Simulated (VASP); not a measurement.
# BAs (I-4m2) in VASP: a series of runs, part 2 of 2

VASP 6.6.1. The steps go on from the part before.

**3. Single point, r2SCAN**

This run uses another cell than the first one, of the same volume but with other edges.

Contents of POSCAR:

```
BAs
1.0
    0.0000000000      2.1280187120      3.0090184588
    2.1280187120      0.0000000000      3.0090184588
    2.1280187120      2.1280187120      0.0000000000
B As
1 1
Direct
    0.0000000000      0.0000000000      0.0000000000
    0.7500000000      0.7500000000      0.7500000000
```

Contents of INCAR.step1:

```
PREC     = Accurate       # precision mode
ENCUT    = 520            # plane-wave cutoff, eV
ISMEAR   = 0              # smearing method
SIGMA    = 0.05           # smearing width, eV
LREAL    = False          # projectors in reciprocal space
LASPH    = True           # aspherical terms in the spheres
NELM     = 100            # most SCF steps
NBANDS   = 11             # bands
GGA      = PE             # functional
ALGO     = Normal         # electronic algorithm
EDIFF    = 1E-4           # SCF threshold, eV
LWAVE    = True           # write WAVECAR
LCHARG   = False          # write CHGCAR
```

Contents of INCAR.step2:

```
PREC     = Accurate       # precision mode
ENCUT    = 520            # plane-wave cutoff, eV
EDIFF    = 1E-7           # SCF threshold, eV
ISMEAR   = 0              # smearing method
SIGMA    = 0.05           # smearing width, eV
LREAL    = False          # projectors in reciprocal space
LASPH    = True           # aspherical terms in the spheres
NELM     = 100            # most SCF steps
ALGO     = Normal         # electronic algorithm
ISIF     = 2              # what is computed and relaxed
LWAVE    = False          # write WAVECAR
LCHARG   = False          # write CHGCAR
METAGGA  = R2SCAN         # meta-GGA
LMIXTAU  = True         
NBANDS   = 11             # bands
ISTART   = 1
```

Contents of KPOINTS:

```
regular mesh
0
Gamma
  12 12 12
```

Potentials or basis: VASP PAW PBE potentials, release 64 (B, As).

Run with:

```
$ cat potpaw_PBE.64/B/POTCAR potpaw_PBE.64/As/POTCAR > POTCAR
$ cp INCAR.step1 INCAR
$ mpirun -np 1 vasp_std > vasp.out
$ cp INCAR.step2 INCAR
$ mpirun -np 1 vasp_std > vasp.out
```

Wall time 2.8 min (1 thread of Intel Xeon Platinum 8488C (Sapphire Rapids), shared host); peak memory 0.2 GiB.

It converged, with:

- Free energy: -20.4235 eV
- Pressure: 2.7 GPa
- Band gap on the k mesh: zero (band 4 reaches 7.85 eV, above the bottom of band 5 at 6.26 eV)

Stress tensor (GPa, compression positive):
```
 30.09   0.00   0.00
  0.00  30.09   0.00
  0.00   0.00 -51.94
```

Levels at points of the mesh, in eV from the Fermi level:
```csv
k point,band 1,band 2,band 3,band 4,band 5,band 6,band 7,band 8,band 9
"(0.00, 0.00, 0.00)",-16.80,-3.86,1.06,1.06,1.32,2.80,2.80,4.86,9.33
"(0.50, 0.00, 0.00)",-13.55,-9.73,-4.74,-0.99,0.27,5.96,7.07,8.64,11.92
"(0.50, 0.50, 0.00)",-14.25,-11.22,-2.15,-2.15,4.00,4.60,9.79,10.26,10.26
"(0.50, 0.00, 0.50)",-11.03,-8.55,-5.87,-5.10,-0.15,0.04,6.86,8.87,9.78
```

Caveat: the PAW data sets were made with another functional, which shifts forces and pressure a little.

**4. Single point, r2SCAN**

This run uses another cell than the first one, of the same volume but with other edges.

Contents of POSCAR:

```
BAs
1.0
    0.0000000000      2.5214610880      2.1432419248
    2.5214610880      0.0000000000      2.1432419248
    2.5214610880      2.5214610880      0.0000000000
B As
1 1
Direct
    0.0000000000      0.0000000000      0.0000000000
    0.7500000000      0.7500000000      0.7500000000
```

Contents of INCAR.step1:

```
ALGO     = Normal         # electronic algorithm
EDIFF    = 1E-4           # SCF threshold, eV
ENCUT    = 520            # plane-wave cutoff, eV
GGA      = PE             # functional
ISMEAR   = 0              # smearing method
LASPH    = True           # aspherical terms in the spheres
LCHARG   = False          # write CHGCAR
LREAL    = False          # projectors in reciprocal space
LWAVE    = True           # write WAVECAR
NBANDS   = 11             # bands
NELM     = 100            # most SCF steps
PREC     = Accurate       # precision mode
SIGMA    = 0.05           # smearing width, eV
```

Contents of INCAR.step2:

```
ALGO     = Normal         # electronic algorithm
EDIFF    = 1E-7           # SCF threshold, eV
ENCUT    = 520            # plane-wave cutoff, eV
ISIF     = 2              # what is computed and relaxed
ISMEAR   = 0              # smearing method
ISTART   = 1            
LASPH    = True           # aspherical terms in the spheres
LCHARG   = False          # write CHGCAR
LMIXTAU  = True         
LREAL    = False          # projectors in reciprocal space
LWAVE    = False          # write WAVECAR
METAGGA  = R2SCAN         # meta-GGA
NBANDS   = 11             # bands
NELM     = 100            # most SCF steps
PREC     = Accurate       # precision mode
SIGMA    = 0.05           # smearing width, eV
```

Contents of KPOINTS:

```
k-points
0
Gamma
  12 12 12
```

Run with:

```
$ cat potpaw_PBE.64/B/POTCAR potpaw_PBE.64/As/POTCAR > POTCAR
$ cp INCAR.step1 INCAR
$ mpirun -np 1 vasp_std > vasp.out
$ cp INCAR.step2 INCAR
$ mpirun -np 1 vasp_std > vasp.out
```

Run time: 2.7 min. Hardware: 1 thread of Intel Xeon Platinum 8488C (Sapphire Rapids), shared host; peak memory 0.2 GiB.

Results (log left out):

| Property | Result |
| --- | --- |
| Free energy | -21.9783 eV |
| Pressure | 0.4 GPa |
| Band gap on the k mesh | zero (band 4 reaches 6.98 eV, above the bottom of band 5 at 6.01 eV) |

Stress tensor (GPa, compression positive):
```
-8.42  0.00  0.00
 0.00 -8.42  0.00
 0.00  0.00 18.16
```

Levels at points of the mesh, in eV from the Fermi level:
| k point | band 2 | band 3 | band 4 | band 5 | band 6 | band 7 |
| --- | --- | --- | --- | --- | --- | --- |
| (0.00, 0.00, 0.00) | -0.78 | -0.78 | 0.63 | 2.54 | 3.71 | 3.71 |
| (0.50, 0.00, 0.00) | -9.50 | -3.10 | -1.40 | 1.74 | 4.10 | 6.31 |
| (0.50, 0.50, 0.00) | -8.37 | -5.57 | -5.57 | 0.10 | 0.12 | 11.81 |
| (0.50, 0.00, 0.50) | -9.78 | -4.06 | -3.81 | 2.12 | 2.22 | 10.00 |

Caveat: the PAW data sets were made with another functional, which shifts forces and pressure a little.

**5. Single point, r2SCAN**

This run uses another cell than the first one, of the same volume but with other edges.

Contents of POSCAR:

```
BAs
1.0
    0.0000000000      2.2476645550      2.6971974660
    2.2476645550      0.0000000000      2.6971974660
    2.2476645550      2.2476645550      0.0000000000
B As
1 1
Direct
    0.0000000000      0.0000000000      0.0000000000
    0.7500000000      0.7500000000      0.7500000000
```

Contents of INCAR.step1:

```
SYSTEM = BAs
PREC = Accurate
ENCUT = 520
ISMEAR = 0
SIGMA = 0.05
LREAL = .FALSE.
LASPH = .TRUE.
NELM = 60
NBANDS = 11
GGA = PE
ALGO = Normal
EDIFF = 1E-4
LWAVE = .TRUE.
LCHARG = .FALSE.
```

Contents of INCAR.step2:

```
SYSTEM = BAs
PREC = Accurate
ENCUT = 520
EDIFF = 1E-7
ISMEAR = 0
SIGMA = 0.05
LREAL = .FALSE.
LASPH = .TRUE.
NELM = 60
ALGO = Normal
ISIF = 2
LWAVE = .FALSE.
LCHARG = .TRUE.
METAGGA = R2SCAN
LMIXTAU = .TRUE.
LELF = .TRUE.
LVHAR = .TRUE.
NBANDS = 11
ISTART = 1
```

Contents of KPOINTS:

```
Automatic mesh
0
G
  12 12 12
  0 0 0
```

Run with:

```
$ cat potpaw_PBE.64/B/POTCAR potpaw_PBE.64/As/POTCAR > POTCAR
$ cp INCAR.step1 INCAR
$ mpirun -np 1 vasp_std > vasp.out
$ cp INCAR.step2 INCAR
$ mpirun -np 1 vasp_std > vasp.out
```

It took 2.7 min on 1 thread of Intel Xeon Platinum 8488C (Sapphire Rapids), shared host; peak memory 0.19 GiB.

The run converged. Its results:

* Free energy: -21.7625 eV
* Pressure: 1.1 GPa
* Band gap on the k mesh: zero (band 4 reaches 6.82 eV, above the bottom of band 5 at 6.74 eV)

Stress tensor (GPa, compression positive):
```
 18.04   0.00   0.00
  0.00  18.04   0.00
  0.00   0.00 -32.70
```

Levels at points of the mesh, in eV from the Fermi level:
| k point | band 1 | band 2 | band 3 | band 4 | band 5 | band 6 | band 7 | band 8 |
| --- | --- | --- | --- | --- | --- | --- | --- | --- |
| (0.00, 0.00, 0.00) | -16.86 | -2.23 | 0.05 | 0.05 | 2.53 | 2.53 | 3.72 | 3.75 |
| (0.50, 0.00, 0.00) | -13.77 | -9.90 | -3.84 | -1.32 | 0.75 | 5.14 | 5.30 | 9.13 |
| (0.50, 0.50, 0.00) | -13.44 | -10.66 | -3.67 | -3.67 | 2.45 | 2.77 | 11.04 | 11.04 |
| (0.50, 0.00, 0.50) | -11.80 | -9.21 | -5.63 | -5.26 | 0.27 | 0.32 | 9.15 | 11.05 |

Caveat: the PAW data sets were made with another functional, which shifts forces and pressure a little.

**6. Single point, r2SCAN**

This run uses another cell than the first one, of the same volume but with other edges.

Contents of POSCAR:

```
BAs
1.0
    0.0000000000      2.5947391905      2.0238965686
    2.5947391905      0.0000000000      2.0238965686
    2.5947391905      2.5947391905      0.0000000000
B As
1 1
Direct
    0.0000000000      0.0000000000      0.0000000000
    0.7500000000      0.7500000000      0.7500000000
```

Contents of INCAR.step1:

```
ALGO = Normal
EDIFF = 1E-4
ENCUT = 520
GGA = PE
ISMEAR = 0
LASPH = T
LCHARG = F
LREAL = F
LWAVE = T
NBANDS = 11
NELM = 100
PREC = Accurate
SIGMA = 0.05
```

Contents of INCAR.step2:

```
ALGO = Normal
EDIFF = 1E-6
ENCUT = 520
ISIF = 2
ISMEAR = 0
ISTART = 1
LASPH = T
LCHARG = F
LMIXTAU = T
LREAL = F
LWAVE = F
METAGGA = R2SCAN
NBANDS = 11
NELM = 100
PREC = Accurate
SIGMA = 0.05
```

Contents of KPOINTS:

```
k-points
0
Gamma
  12 12 12
```

Potentials or basis: VASP PAW PBE potentials, release 64 (B, As).

Run with:

```
$ cat potpaw_PBE.64/B/POTCAR potpaw_PBE.64/As/POTCAR > POTCAR
$ cp INCAR.step1 INCAR
$ mpirun -np 1 vasp_std > vasp.out
$ cp INCAR.step2 INCAR
$ mpirun -np 1 vasp_std > vasp.out
```

It took 88 s on 1 thread of Intel Xeon Platinum 8488C (Sapphire Rapids), shared host; peak memory 0.19 GiB.

The run converged. Its results:

```
Free energy            : -21.6876 eV
Pressure               : -0.6 GPa
Band gap on the k mesh : zero (band 4 reaches 7.39 eV, above the bottom of band 5 at 5.35 eV)
```

Stress tensor (GPa, compression positive):
```
-11.36   0.00   0.00
  0.00 -11.36   0.00
  0.00   0.00  21.03
```

Levels at points of the mesh, in eV from the Fermi level:
```
           k point  band 2  band 3  band 4  band 5  band 6  band 7
(0.00, 0.00, 0.00)   -0.68   -0.68    1.33    2.69    4.46    4.46
(0.50, 0.00, 0.00)   -9.13   -3.13   -0.85    1.36    4.08    7.21
(0.50, 0.50, 0.00)   -7.50   -5.68   -5.68   -0.11   -0.05   12.04
(0.50, 0.00, 0.50)   -9.66   -3.32   -2.99    3.00    3.04    9.20
```

Caveat: the PAW data sets were made with another functional, which shifts forces and pressure a little.

**7. The runs side by side**

| cell | gap on the mesh (eV) | pressure (GPa) |
| --- | --- | --- |
| a = 3.284, b = 3.284, c = 3.792 Å, angles 54.7, 54.7, 70.5°, 2 atoms | none | -2.2 |
| a = 3.685, b = 3.685, c = 3.009 Å, angles 65.9, 65.9, 48.2°, 2 atoms | none | 2.7 |
| a = 3.309, b = 3.309, c = 3.566 Å, angles 57.4, 57.4, 65.2°, 2 atoms | none | 0.4 |
| a = 3.511, b = 3.511, c = 3.179 Å, angles 63.1, 63.1, 53.8°, 2 atoms | none | 1.1 |
| a = 3.291, b = 3.291, c = 3.670 Å, angles 56.1, 56.1, 67.8°, 2 atoms | none | -0.6 |

Alike in all rows: task single point; level r2SCAN; potentials or basis VASP PAW PBE potentials, release 64 (B, As); no spin polarisation; k mesh 12 × 12 × 12; cutoff (eV) 520; smearing gaussian 0.05 eV.

Caveats: the PAW data sets were made with another functional, which shifts forces and pressure a little.

Total energies depend on the potentials used, so only differences within one code and one set of settings carry meaning.
